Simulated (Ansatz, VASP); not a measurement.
One calculation of NaF, two programs

INCAR

```
SYSTEM = NaF
PREC = Accurate ; ENCUT = 520
EDIFF = 1E-7 ; ISMEAR = -1
SIGMA = 0.02 ; LREAL = .FALSE.
LASPH = .TRUE. ; NELM = 80
ALGO = Normal ; ISIF = 2
LWAVE = .FALSE. ; LCHARG = .FALSE.
GGA = PE ; NBANDS = 14
```

File KPOINTS:

```
Automatic mesh
0
G
  10 10 10
  0 0 0
```

The input POSCAR:

```
NaF
1.0
    0.0205596543      2.2971680799      2.2971680799
    2.2971680799      0.0205596543      2.2971680799
    2.3177277343      2.3177277343      0.0000000001
Na F
1 1
Direct
    0.0000000000      0.0000000000      0.0000000000
    0.5000000000      0.5000000000      0.5000000000
```

Input for Ansatz:

```yaml
crystal:
  lattice:
    - [0.0205596543, 2.2971680799, 2.2971680799]
    - [2.2971680799, 0.0205596543, 2.2971680799]
    - [2.3177277343, 2.3177277343, 1.0e-10]
  atoms:
    - { symbol: Na, position: [0.0, 0.0, 0.0] }
    - { symbol: F, position: [0.5, 0.5, 0.5] }
kpoints:
  mp_grid: { grid: [10, 10, 10] }
  band_path:
    path:
      - [0.0, 0.0, 0.0]
      - [0.5, 0.0, 0.5]
      - [0.625, 0.25, 0.625]
      - [0.375, 0.375, 0.75]
      - [0.5, 0.5, 0.5]
      - [0.5, 0.25, 0.75]
    npoints: 1
hamiltonian:
  xc: pbe
scf:
  occupations: { method: fermi_dirac, width: 0.02 }
  n_extra_bands: 4
output:
  forces: true
  stress: true
  eigenvalues: true
  write_density: true
  write_potential: true
  elf: true
  volumetric_format: npy
```

Change from the starting cell: shear_xy strain +1.8%.

Alike in both runs: task single point; functional PBE; k mesh 10 × 10 × 10; occupations fermi-dirac, width 0.02 eV; no spin polarisation.

|  | VASP | Ansatz |
| --- | --- | --- |
| version | VASP 6.6.1 | Ansatz 0.2.0 |
| potentials or method | VASP PAW PBE potentials, release 64 (Na_pv, F) | plane waves, PAW |
| plane-wave cutoff (eV) | 520 | 420 |
| valence electrons in the cell | 14 | 16 |

|  | VASP | Ansatz | Ansatz less VASP |
| --- | --- | --- | --- |
| gap on the k mesh at the Fermi level (eV) | 6.42 | 6.43 | +0.016 |
| pressure (GPa) | 3.5 | 3.6 | +0.08 |
| traceless stress, the component that is largest in VASP (GPa) | -0.48 | -0.49 | -0.004 |

The functional is the same, so the differences come from potentials, cutoffs and numerics. VASP's potentials hold 14 valence electrons a cell and Ansatz's 16, so a difference there can come from the potentials and not from the codes.
